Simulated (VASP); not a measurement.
Write the native input for VASP 6.6.1 that does the following.

| Property | Result |
| --- | --- |
| Task | single point |
| Functional | PBE |
| Potentials or basis | VASP PAW PBE potentials, release 64 (Mn_pv, Si) |
| Cutoff | 520 eV |
| k mesh | 6 × 6 × 2 |
| Occupations | gaussian, width 0.1 eV |
| Spin | collinear spin, ferromagnetic start |
| Starting moments | [4.0, 0.0, 0.0, 0.0, 0.0] μB |
| Dipole correction | no |
| Further INCAR settings | ALGO = Normal; EDIFF = 1e-06; NBANDS = 26 |

The structure of MnSi4 lies in POSCAR:

```
MnSi4
1.0
    3.4618879500      0.0000000000      0.0000000000
   -1.7309439700      2.9980829100      0.0000000000
    0.0000000000      0.0000000000      8.3954815100
Mn Si
1 4
Direct
    0.0000000000      0.0000000000      0.0000000000
    0.0000000000      0.0000000000      0.3860263800
    0.0000000000      0.0000000000      0.6139736200
    0.0000000000      0.0000000000      0.7730827700
    0.0000000000      0.0000000000      0.2269172300
```

The cell was built from a structure type or drawn by symmetry, and may not be a known phase.

These files were run (other wordings do the same):

INCAR

```
SYSTEM = MnSi4
PREC = Accurate ; ENCUT = 520
EDIFF = 1E-6 ; ISMEAR = 0
SIGMA = 0.1 ; LREAL = .False.
LASPH = .True. ; NELM = 150
ALGO = Normal ; ISIF = 2
LWAVE = .False. ; LCHARG = .False.
ISPIN = 2 ; MAGMOM = 4 0 0 0 0
LORBIT = 11 ; LMAXMIX = 4
GGA = PE ; NBANDS = 26
```

KPOINTS

```
Automatic mesh
0
Gamma
  6 6 2
  0 0 0
```

Potentials or basis: VASP PAW PBE potentials, release 64 (Mn_pv, Si).

The run is started by

```sh
$ cat potpaw_PBE.64/Mn_pv/POTCAR potpaw_PBE.64/Si/POTCAR > POTCAR
$ mpirun -np 1 vasp_std > vasp.out
```

Results of the run:

```json
{"Pressure": "146.0 GPa", "Largest force": "64.105 eV/Å", "Net moment": "3.08 μB per cell", "Site moments": "Mn +2.77; Si +0.05, -0.03 (each value once) μB", "Valence electrons inside the program's atomic spheres": "Mn 12.10; Si 2.52, 2.44 (each value once)"}
```

Caveat: the k points lie up to 0.37 Å⁻¹ apart; atoms lie so close that the PAW spheres overlap strongly, which falsifies energies and pressures; forces of over 1 eV/Å act on the atoms, so gaps and moduli don't describe the material at rest.

Wall time 41 s on 1 thread of Intel(R) Xeon(R) 6975P-C (Granite Rapids) (shared host), peak memory 0.26 GiB.
